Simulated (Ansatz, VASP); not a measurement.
**Two plane-wave programs on SnGe4**

The input INCAR:

```
PREC     = Accurate       # precision mode
ENCUT    = 520            # plane-wave cutoff, eV
EDIFF    = 1E-7           # SCF threshold, eV
ISMEAR   = 0              # smearing method
SIGMA    = 0.1            # smearing width, eV
LREAL    = F              # projectors in reciprocal space
LASPH    = T              # aspherical terms in the spheres
NELM     = 60             # most SCF steps
ALGO     = Normal         # electronic algorithm
ISIF     = 2              # what is computed and relaxed
LWAVE    = F              # write WAVECAR
LCHARG   = T              # write CHGCAR
GGA      = PE             # functional
LELF     = T              # ELF
LVHAR    = T            
NBANDS   = 43             # bands
```

The input KPOINTS:

```
regular mesh
0
Gamma
  6 6 6
```

File POSCAR:

```
SnGe4
1.0
    1.5494207200      0.8945584700     12.6509672300
   -1.5494207200      0.8945584700     12.6509672300
    0.0000000000     -1.7891169400     12.6509672300
Sn Ge
1 4
Direct
    0.0000000000      0.0000000000      0.0000000000
    0.6000000000      0.6000000000      0.6000000000
    0.2000000000      0.2000000000      0.2000000000
    0.8000000000      0.8000000000      0.8000000000
    0.4000000000      0.4000000000      0.4000000000
```

Input for Ansatz:

```yaml
crystal:
  lattice:
    - [1.54942072, 0.89455847, 12.65096723]
    - [-1.54942072, 0.89455847, 12.65096723]
    - [0.0, -1.78911694, 12.65096723]
  atoms:
    - { symbol: Sn, position: [0.0, 0.0, 0.0] }
    - { symbol: Ge, position: [0.6, 0.6, 0.6] }
    - { symbol: Ge, position: [0.2, 0.2, 0.2] }
    - { symbol: Ge, position: [0.8, 0.8, 0.8] }
    - { symbol: Ge, position: [0.4, 0.4, 0.4] }
basis:
  ecutwfc: 420
kpoints:
  mp_grid: { grid: [6, 6, 6] }
hamiltonian:
  xc: pbe
scf:
  occupations: { method: gaussian, width: 0.1 }
  lower_state_search: "off"
output:
  forces: true
  stress: true
  eigenvalues: true
```

Alike in both runs: task single point; functional PBE; k mesh 6 × 6 × 6; occupations gaussian, width 0.1 eV; no spin polarisation.

|  | VASP | Ansatz |
| --- | --- | --- |
| version | VASP 6.6.1 | Ansatz 0.2.0 |
| potentials or method | VASP PAW PBE potentials, release 64 (Sn_d, Ge_d), cutoff 520 eV | scalar-relativistic, plane waves, PAW |
| valence electrons in the cell | 70 | 70 |

|  | VASP | Ansatz | Ansatz less VASP |
| --- | --- | --- | --- |
| gap on the k mesh at the Fermi level (eV) | none | none | - |
| pressure (GPa) | 2.2 | 2.3 | +0.05 |
| traceless stress, the component that is largest in VASP (GPa) | -2.90 | -2.90 | -0.004 |
| rms of the force components (eV/Å) | 0.239 | 0.239 | +0.0001 |

Atom by atom the forces differ by 0.000 eV/Å (rms over components). A gap of «none» marks a metal or a gap that the smearing closes. With one functional, cell and mesh, what is left measures potentials, basis and numerics.

The k mesh is coarse, so the values compare programs but aren't converged.
